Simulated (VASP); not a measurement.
Input of a VASP 6.6.1 run:

Contents of POSCAR:

```
LiF
1.0
    0.0000000000      1.9728864230      1.9728864230
    1.9728864230      0.0000000000      1.9728864230
    1.9728864230      1.9728864230      0.0000000000
F Li
1 1
Direct
    0.5000000000      0.5000000000      0.5000000000
    0.0000000000      0.0000000000      0.0000000000
```

INCAR.step1

```
PREC = Accurate ; ENCUT = 520
EDIFF = 1E-5 ; ISMEAR = -1
SIGMA = 0.05 ; LREAL = False
LASPH = True ; NELM = 100
ALGO = Normal ; ISIF = 2
LWAVE = True ; LCHARG = False
NBANDS = 12 ; GGA = PE
```

INCAR.step2

```
PREC = Accurate ; ENCUT = 520
EDIFF = 1E-6 ; ISMEAR = -1
SIGMA = 0.05 ; LREAL = False
LASPH = True ; NELM = 100
ALGO = Normal ; ISIF = 2
LWAVE = False ; LCHARG = False
GGA = PE ; LHFCALC = True
HFSCREEN = 0.2079 ; PRECFOCK = Normal
NBANDS = 12 ; ISTART = 1
```

The input KPOINTS:

```
regular mesh
0
Gamma
  8 8 8
```

Potentials or basis: VASP PAW PBE potentials, release 64 (F, Li_sv).

Run with:

```bash
$ cat potpaw_PBE.64/F/POTCAR potpaw_PBE.64/Li_sv/POTCAR > POTCAR
$ cp INCAR.step1 INCAR
$ mpirun -np 1 vasp_std > vasp.out
$ cp INCAR.step2 INCAR
$ mpirun -np 1 vasp_std > vasp.out
```

**Question.** Predict the band gap on the k mesh.

**Answer.** 12.00 eV.

 A k mesh can miss the band edges.
